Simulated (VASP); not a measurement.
# WS2 (Cm) in VASP: a series of runs, part 2 of 2

VASP 6.6.1. Earlier steps stand in the parts before.

## (3) Single point, PBEsol

The input, INCAR:

```
SYSTEM = WS2
PREC = Accurate ; ENCUT = 520
EDIFF = 1E-7 ; ISMEAR = 0
SIGMA = 0.05 ; LREAL = .FALSE.
LASPH = .TRUE. ; NELM = 100
ALGO = Normal ; ISIF = 2
LWAVE = .FALSE. ; LCHARG = .FALSE.
GGA = PS ; NBANDS = 49
```

The input, KPOINTS:

```
Automatic mesh
0
G
  10 10 2
  0 0 0
```

The input, POSCAR:

```
WS2
1.0
   -1.5790003843     -2.7349088907      0.0000000000
    1.5790003843     -2.7349088907      0.0000000000
    0.0000000000     -0.4556358212     18.4899900000
W S
3 6
Direct
   -0.0591013500     -0.0591013500      0.7095000000
    0.3297653167      0.3297653167      0.0428333333
    0.6353319833      0.6353319833      0.3761666667
    0.9616986600      0.9616986600      0.4598000000
    0.2672653267      0.2672653267      0.7931333333
    0.6561319933      0.6561319933      0.1264666667
    0.9758013500      0.9758013500      0.2905000000
    0.2813680167      0.2813680167      0.6238333333
    0.5869346833      0.5869346833      0.9571666667
```

Potentials or basis: VASP PAW PBE potentials, release 64 (W_sv, S).

On the command line:

```bash
cat potpaw_PBE.64/W_sv/POTCAR potpaw_PBE.64/S/POTCAR > POTCAR
mpirun -np 1 vasp_std > vasp.out
```

Run time: 5.6 min. Hardware: 1 thread of Intel Xeon Platinum 8488C (Sapphire Rapids), shared host; peak memory 0.49 GiB.

The run converged. Its results:

| Quantity | Value |
| --- | --- |
| Free energy | -74.5834 eV |
| Pressure | 2.3 GPa |
| Largest force | 6.278 eV/Å |
| Band gap on the k mesh | 0.84 eV |

Forces in eV/Å, atoms in the order of the input:
```
W    0.000 -0.006 -0.599
W    0.000  5.359  2.679
W    0.000  0.002 -0.601
S    0.000  0.000  0.252
S    0.000 -0.006  0.260
S    0.000  0.184  0.274
S    0.000  0.004  0.348
S    0.000 -0.001  0.348
S    0.000 -5.536 -2.960
```

Stress tensor (GPa, compression positive):
```
-0.67  0.00  0.00
 0.00  2.26  9.18
 0.00  9.18  5.45
```

Levels at points of the mesh, in eV from the valence-band top:
```
           k point  band 35  band 36  band 37  band 38  band 39  band 40  band 41  band 42  band 43  band 44
(0.00, 0.00, 0.00)    -1.49    -1.19    -1.18    -0.19    -0.09     0.84     1.67     2.21     2.21     2.27
(0.50, 0.00, 0.00)    -1.95    -1.85    -1.68    -1.60    -0.59     1.85     2.26     2.29     2.47     2.58
(0.50, 0.50, 0.00)    -1.85    -1.76    -1.70    -1.68    -1.55     2.14     2.26     2.29     2.60     2.68
(0.00, 0.00, 0.50)    -2.11    -1.19    -0.68    -0.48     0.00     0.84     1.67     2.21     2.21     2.27
(0.50, 0.00, 0.50)    -1.96    -1.85    -1.70    -1.59    -0.59     1.85     2.26     2.29     2.46     2.59
(0.50, 0.50, 0.50)    -1.89    -1.81    -1.69    -1.61    -1.59     2.14     2.26     2.29     2.56     2.71
```

Caveat: the PAW data sets were made with another functional, which shifts forces and pressure a little; spin-orbit coupling is left out, which moves the levels of the heavy elements; this functional lacks dispersion, which binds the layers, so the pressure and a relaxed spacing across them are unreliable. A k mesh can miss the band edges.

## (4) Single point, PBEsol

The input, INCAR:

```
ALGO     = Normal         # electronic algorithm
EDIFF    = 1E-6           # SCF threshold, eV
ENCUT    = 520            # plane-wave cutoff, eV
GGA      = PS             # functional
ISIF     = 2              # what is computed and relaxed
ISMEAR   = 0              # smearing method
LASPH    = T              # aspherical terms in the spheres
LCHARG   = T              # write CHGCAR
LELF     = T              # ELF
LREAL    = F              # projectors in reciprocal space
LVHAR    = T            
LWAVE    = F              # write WAVECAR
NBANDS   = 49             # bands
NELM     = 60             # most SCF steps
PREC     = Accurate       # precision mode
SIGMA    = 0.05           # smearing width, eV
```

The input, KPOINTS:

```
k-points
0
Gamma
  10 10 2
```

The input, POSCAR:

```
WS2
1.0
   -1.5790003843     -2.7349088907      0.0000000000
    1.5790003843     -2.7349088907      0.0000000000
    0.0000000000     -4.1023633361     18.4899900000
W S
3 6
Direct
   -0.5321250000     -0.5321250000      0.7095000000
    0.3012083333      0.3012083333      0.0428333333
    0.3845416667      0.3845416667      0.3761666667
    0.6551500000      0.6551500000      0.4598000000
   -0.2615166667     -0.2615166667      0.7931333333
    0.5718166667      0.5718166667      0.1264666667
    0.7821250000      0.7821250000      0.2905000000
   -0.1345416667     -0.1345416667      0.6238333333
   -0.0512083333     -0.0512083333      0.9571666667
```

Potentials or basis: VASP PAW PBE potentials, release 64 (W_sv, S).

On the command line:

```bash
cat potpaw_PBE.64/W_sv/POTCAR potpaw_PBE.64/S/POTCAR > POTCAR
mpirun -np 1 vasp_std > vasp.out
```

OUTCAR:

```text
EDIFF = 1E-6
   ENCUT = 520
   GGA = PS
   ISIF = 2
   ISMEAR = 0
   LASPH = T
   LREAL = F
   NELM = 60
   PREC = Accurate

 ion  position               nearest neighbor table
   1  0.468  0.468  0.709-   5 2.39   5 2.39   5 2.39   8 2.42   8 2.42   8 2.42
   2  0.301  0.301  0.043-   9 2.28   9 2.28   6 2.39   6 2.39   6 2.39   9 2.78
   3  0.385  0.385  0.376-   4 2.39   4 2.39   4 2.39   7 2.42   7 2.42   7 2.42
   4  0.655  0.655  0.460-   3 2.39   3 2.39   3 2.39
   5  0.738  0.738  0.793-   1 2.39   1 2.39   1 2.39
   6  0.572  0.572  0.126-   2 2.39   2 2.39   2 2.39
[... 1468 lines left out ...]
  in kB       26.3101884     -6.6733654     34.2189047      0.0000000     41.8295995      0.0000000
  external PRESSURE =      17.9519092 kB  Pullay stress =       0.0000000 kB

 VOLUME and BASIS-vectors are now :
 -----------------------------------------------------------------------------
  energy-cutoff  :      520.00
  volume of cell :      159.70
      direct lattice vectors                 reciprocal lattice vectors
    -1.579000384 -2.734908891  0.000000000    -0.316656034 -0.182821447 -0.040562488
     1.579000384 -2.734908891  0.000000000     0.316656034 -0.182821447 -0.040562488
     0.000000000 -4.102363336 18.489990000     0.000000000  0.000000000  0.054083318

 POSITION                                       TOTAL-FORCE (eV/Angst)
 -----------------------------------------------------------------------------------
      0.00000     -5.46982     13.11865         0.000000     -0.004603     -0.596529
      0.00000     -1.82327      0.79199         0.000000      1.327346      1.244766
      0.00000     -3.64655      6.95532         0.000000     -0.000805     -0.602948
      0.00000     -5.46982      8.50170         0.000000      0.000574      0.254722
      0.00000     -7.29309     14.66503         0.000000     -0.004726      0.232224
      0.00000     -3.64655      2.33837         0.000000      0.648387      0.357953
      0.00000     -5.46982      5.37134         0.000000      0.002072      0.330951
      0.00000     -7.29309     11.53467         0.000000      0.001690      0.344023
      0.00000     -9.11636     17.69800         0.000000     -1.969935     -1.565163
 -----------------------------------------------------------------------------------
    total drift:                               -0.000000     -0.000236     -0.000020

  FREE ENERGIE OF THE ION-ELECTRON SYSTEM (eV)
  ---------------------------------------------------
  free  energy   TOTEN  =       -74.3502608957 eV

  energy  without entropy=      -74.3477719584  energy(sigma->0) =      -74.34901643
```

It took 8.1 min on 1 thread of AMD EPYC 7R13 (Zen 3), shared host; peak memory 0.46 GiB.

What came out:

```yaml
Free_energy: -74.3503 eV
Pressure: 1.8 GPa
Largest_force: 2.516 eV/Å
Band_gap_on_the_k_mesh: zero (bands 39 and 40 overlap by 0.07 eV)
```

Forces on the atoms (eV/Å):
```
W    0.000 -0.005 -0.597
W    0.000  1.327  1.245
W    0.000 -0.001 -0.603
S    0.000  0.001  0.255
S    0.000 -0.005  0.232
S    0.000  0.648  0.358
S    0.000  0.002  0.331
S    0.000  0.002  0.344
S    0.000 -1.970 -1.565
```

Caveat: the PAW data sets were made with another functional, which shifts forces and pressure a little; spin-orbit coupling is left out, which moves the levels of the heavy elements; this functional lacks dispersion, which binds the layers, so the pressure and a relaxed spacing across them are unreliable.

## (5) Summary

| cell | gap on the mesh (eV) | pressure (GPa) | largest force (eV/Å) |
| --- | --- | --- | --- |
| a = 3.158, b = 3.158, c = 18.630 Å, angles 83.9, 83.9, 60.0°, 9 atoms | 0.48 | 23.7 | 39.65 |
| a = 3.158, b = 3.158, c = 18.496 Å, angles 88.8, 88.8, 60.0°, 9 atoms | 0.84 | 2.3 | 6.28 |
| a = 3.158, b = 3.158, c = 18.940 Å, angles 79.2, 79.2, 60.0°, 9 atoms | none | 1.8 | 2.52 |

Alike in all rows: task single point; level PBEsol; potentials or basis VASP PAW PBE potentials, release 64 (W_sv, S); no spin polarisation; k mesh 10 × 10 × 2; cutoff (eV) 520; smearing gaussian 0.05 eV.

Caveats: the PAW data sets were made with another functional, which shifts forces and pressure a little; spin-orbit coupling is left out, which moves the levels of the heavy elements; this functional lacks dispersion, which binds the layers, so the pressure and a relaxed spacing across them are unreliable; atoms lie so close that the PAW spheres overlap strongly, which falsifies energies and pressures (at least some runs); the cell stands under pressure (at least some runs).

Absolute energies hang on the potentials; compare differences alone.
